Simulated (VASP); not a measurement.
# TePb (I4/mmm) in VASP: further runs, part 2 of 2

VASP 6.6.1. The steps go on from the part before.

### Step 3. Single point, r2SCAN

This run uses another cell than the first one, of the same volume but with other edges.

The input, POSCAR:

```
TePb
1.0
    0.0000000000      3.5056409327      2.7343999275
    3.5056409327      0.0000000000      2.7343999275
    3.5056409327      3.5056409327      0.0000000000
Te Pb
1 1
Direct
    0.5000000000      0.5000000000      0.5000000000
    0.0000000000      0.0000000000      0.0000000000
```

The input, INCAR.step1:

```
SYSTEM = TePb
ALGO = Normal
EDIFF = 1E-4
ENCUT = 520
GGA = PE
ISMEAR = 0
LASPH = .True.
LCHARG = .False.
LREAL = .False.
LWAVE = .True.
NBANDS = 17
NELM = 60
PREC = Accurate
SIGMA = 0.05
```

The input, INCAR.step2:

```
SYSTEM = TePb
ALGO = Normal
EDIFF = 1E-7
ENCUT = 520
ISIF = 2
ISMEAR = 0
ISTART = 1
LASPH = .True.
LCHARG = .True.
LELF = .True.
LMIXTAU = .True.
LREAL = .False.
LVHAR = .True.
LWAVE = .False.
METAGGA = R2SCAN
NBANDS = 17
NELM = 60
PREC = Accurate
SIGMA = 0.05
```

The input, KPOINTS:

```
k-points
0
Gamma
  8 8 8
  0 0 0
```

Potentials or basis: VASP PAW PBE potentials, release 64 (Te, Pb_d).

Started as:

```bash
cat potpaw_PBE.64/Te/POTCAR potpaw_PBE.64/Pb_d/POTCAR > POTCAR
cp INCAR.step1 INCAR
mpirun -np 1 vasp_std > vasp.out
cp INCAR.step2 INCAR
mpirun -np 1 vasp_std > vasp.out
```

OUTCAR:

```text
SYSTEM = TePb
   EDIFF = 1E-7
   ENCUT = 520
   ISIF = 2
   ISMEAR = 0
   ISTART = 1
   LASPH = .True.
   LREAL = .False.
   METAGGA = R2SCAN
   NELM = 60
   PREC = Accurate

 ion  position               nearest neighbor table
   1  0.500  0.500  0.500-   2 2.73   2 2.73   2 3.51   2 3.51   2 3.51   2 3.51
   2  0.000  0.000  0.000-   1 2.73   1 2.73   1 3.51   1 3.51   1 3.51   1 3.51

  LATTYP: Found a body centered tetragonal cell.
 ALAT       =     4.9577249518
 C/A-ratio  =     1.1030865786

  Lattice vectors:

 A1 = (   0.0000000000,  -3.5056409327,  -2.7343999275)
 A2 = (   0.0000000000,   3.5056409327,  -2.7343999275)
[... 650 lines left out ...]
      5     -11.8196      2.00000
      6      -6.5168      2.00000
[... 9 lines left out ...]
     16      14.3788      0.00000
     17      14.6041      0.00000

 [... further k-points ...]
[... 5 lines left out ...]
  --------------------------------------------------------------------------------------
  -------------------------------------------------------------------------------------
  Total       -1.1049741     -1.1049741     13.3821964      0.0000000      0.0000000      0.0000000
  in kB      -26.3412146    -26.3412146    319.0149898      0.0000000      0.0000000      0.0000000
  external PRESSURE =      88.7775202 kB  Pullay stress =       0.0000000 kB

 VOLUME and BASIS-vectors are now :
 -----------------------------------------------------------------------------
  energy-cutoff  :      520.00
  volume of cell :       67.21
      direct lattice vectors                 reciprocal lattice vectors
     0.000000000  3.505640933  2.734399928    -0.142627271  0.142627271  0.182855476
     3.505640933  0.000000000  2.734399928     0.142627271 -0.142627271  0.182855476
     3.505640933  3.505640933  0.000000000     0.142627271  0.142627271 -0.182855476

 POSITION                                       TOTAL-FORCE (eV/Angst)
 -----------------------------------------------------------------------------------
      3.50564      3.50564      2.73440        -0.000000      0.000000     -0.000000
      0.00000      0.00000      0.00000         0.000000     -0.000000      0.000000
 -----------------------------------------------------------------------------------
    total drift:                                0.000000      0.000000      0.000000

  FREE ENERGIE OF THE ION-ELECTRON SYSTEM (eV)
  ---------------------------------------------------
  free  energy   TOTEN  =       -81.3638405833 eV

  energy  without entropy=      -81.3625054338  energy(sigma->0) =      -81.36317301
```

OUTCAR.step1:

```text
SYSTEM = TePb
   EDIFF = 1E-4
   ENCUT = 520
   GGA = PE
   ISMEAR = 0
   LASPH = .True.
   LREAL = .False.
[... 702 lines left out ...]
      3.50564      3.50564      2.73440         0.000000      0.000000     -0.000000
      0.00000      0.00000      0.00000        -0.000000     -0.000000      0.000000
 -----------------------------------------------------------------------------------
    total drift:                                0.000000      0.000000      0.000000

  FREE ENERGIE OF THE ION-ELECTRON SYSTEM (eV)
  ---------------------------------------------------
  free  energy   TOTEN  =        -6.2233040802 eV

  energy  without entropy=       -6.2223251480  energy(sigma->0) =       -6.22281461
```

OSZICAR.step1:

```text
N       E                     dE             d eps       ncg     rms          rms(c)
DAV:   1     0.153863471416E+03    0.15386E+03   -0.91632E+03  2006   0.115E+03
DAV:   2     0.390474587094E+01   -0.14996E+03   -0.14571E+03  2207   0.296E+02
DAV:   3    -0.605929412725E+01   -0.99640E+01   -0.98488E+01  2584   0.834E+01
DAV:   4    -0.633687806320E+01   -0.27758E+00   -0.27744E+00  2712   0.159E+01
DAV:   5    -0.634678040570E+01   -0.99023E-02   -0.99020E-02  2778   0.256E+00    0.685E+00
DAV:   6    -0.622958163276E+01    0.11720E+00   -0.22195E-01  2864   0.385E+00    0.400E+00
DAV:   7    -0.622320451179E+01    0.63771E-02   -0.86848E-02  2571   0.174E+00    0.972E-01
DAV:   8    -0.622311001105E+01    0.94501E-04   -0.11135E-02  2530   0.927E-01    0.254E-01
DAV:   9    -0.622330339697E+01   -0.19339E-03   -0.69716E-04  2667   0.211E-01    0.550E-02
DAV:  10    -0.622330408017E+01   -0.68319E-06   -0.42840E-05  1310   0.529E-02
   1 F= -.62233041E+01 E0= -.62228146E+01  d E =-.978932E-03
```

Wall time 3.4 min (1 thread of Intel Xeon 6975P-C (Granite Rapids), shared host); peak memory 0.26 GiB.

What came out:

| Property | Result |
| --- | --- |
| Free energy | -81.3638 eV |
| Pressure | 8.9 GPa |
| Band gap on the k mesh | zero (band 10 reaches 7.22 eV, above the bottom of band 11 at 6.23 eV) |

Levels at points of the mesh, in eV from the Fermi level:
```csv
k point,band 7,band 8,band 9,band 10,band 11,band 12,band 13,band 14
"(0.00, 0.00, 0.00)",-6.13,-4.61,-1.90,-1.90,1.66,1.66,4.79,5.01
"(0.50, 0.00, 0.00)",-10.42,-2.48,-2.47,-0.63,-0.19,0.70,2.12,7.34
"(0.50, 0.50, 0.00)",-8.55,-6.40,-4.60,-4.60,2.06,4.42,4.42,7.77
"(0.50, 0.00, 0.50)",-7.42,-5.79,-5.46,-2.51,2.10,3.14,5.18,7.23
```

Caveat: the PAW data sets were made with another functional, which shifts forces and pressure a little; spin-orbit coupling is left out, which moves the levels of the heavy elements.

### Step 4. Single point, r2SCAN

This run uses another cell than the first one, of the same volume but with other edges.

The input, POSCAR:

```
TePb
1.0
    0.0000000000      2.9567720755      3.8438036981
    2.9567720755      0.0000000000      3.8438036981
    2.9567720755      2.9567720755      0.0000000000
Te Pb
1 1
Direct
    0.5000000000      0.5000000000      0.5000000000
    0.0000000000      0.0000000000      0.0000000000
```

The input, INCAR.step1:

```
PREC = Accurate
ENCUT = 520
ISMEAR = 0
SIGMA = 0.05
LREAL = F
LASPH = T
NELM = 60
NBANDS = 17
GGA = PE
ALGO = Normal
EDIFF = 1E-4
LWAVE = T
LCHARG = F
```

The input, INCAR.step2:

```
PREC = Accurate
ENCUT = 520
EDIFF = 1E-6
ISMEAR = 0
SIGMA = 0.05
LREAL = F
LASPH = T
NELM = 60
ALGO = Normal
ISIF = 2
LWAVE = F
LCHARG = T
METAGGA = R2SCAN
LMIXTAU = T
LELF = T
LVHAR = T
NBANDS = 17
ISTART = 1
```

The input, KPOINTS:

```
regular mesh
0
Gamma
  8 8 8
```

Started as:

```bash
cat potpaw_PBE.64/Te/POTCAR potpaw_PBE.64/Pb_d/POTCAR > POTCAR
cp INCAR.step1 INCAR
mpirun -np 1 vasp_std > vasp.out
cp INCAR.step2 INCAR
mpirun -np 1 vasp_std > vasp.out
```

Wall time 2.3 min (1 thread of Intel Xeon 6975P-C (Granite Rapids), shared host); peak memory 0.24 GiB.

Results (log left out):

```yaml
Free_energy: -81.7905 eV
Pressure: 9.3 GPa
Band_gap_on_the_k_mesh: zero (band 10 reaches 6.49 eV, above the bottom of band 11 at 6.17 eV)
```

Stress tensor (GPa, compression positive):
```
16.29  0.00  0.00
 0.00 16.29  0.00
 0.00  0.00 -4.67
```

Levels at points of the mesh, in eV from the Fermi level:
```
           k point  band 8  band 9  band 10  band 11  band 12  band 13
(0.00, 0.00, 0.00)   -3.06   -3.06    -1.86     1.67     3.92     4.68
(0.50, 0.00, 0.00)   -2.34   -1.33    -0.39     0.26     1.16     1.29
(0.50, 0.50, 0.00)   -5.22   -3.57    -3.57     3.44     4.48     6.25
(0.50, 0.00, 0.50)   -5.94   -5.31    -2.65     2.27     2.82     7.40
```

Caveat: the PAW data sets were made with another functional, which shifts forces and pressure a little; spin-orbit coupling is left out, which moves the levels of the heavy elements.

### Step 5. The runs side by side

| cell | gap on the mesh (eV) | pressure (GPa) |
| --- | --- | --- |
| a = 4.744, b = 4.744, c = 4.295 Å, angles 63.1, 63.1, 53.8°, 2 atoms | 0.06 | 5.8 |
| a = 4.446, b = 4.446, c = 4.958 Å, angles 56.1, 56.1, 67.8°, 2 atoms | none | 8.9 |
| a = 4.849, b = 4.849, c = 4.182 Å, angles 64.5, 64.5, 51.1°, 2 atoms | none | 9.3 |

Alike in all rows: task single point; level r2SCAN; potentials or basis VASP PAW PBE potentials, release 64 (Te, Pb_d); no spin polarisation; k mesh 8 × 8 × 8; cutoff (eV) 520; smearing gaussian 0.05 eV.

Caveats: the PAW data sets were made with another functional, which shifts forces and pressure a little; spin-orbit coupling is left out, which moves the levels of the heavy elements.

Absolute energies hang on the potentials; compare differences alone.
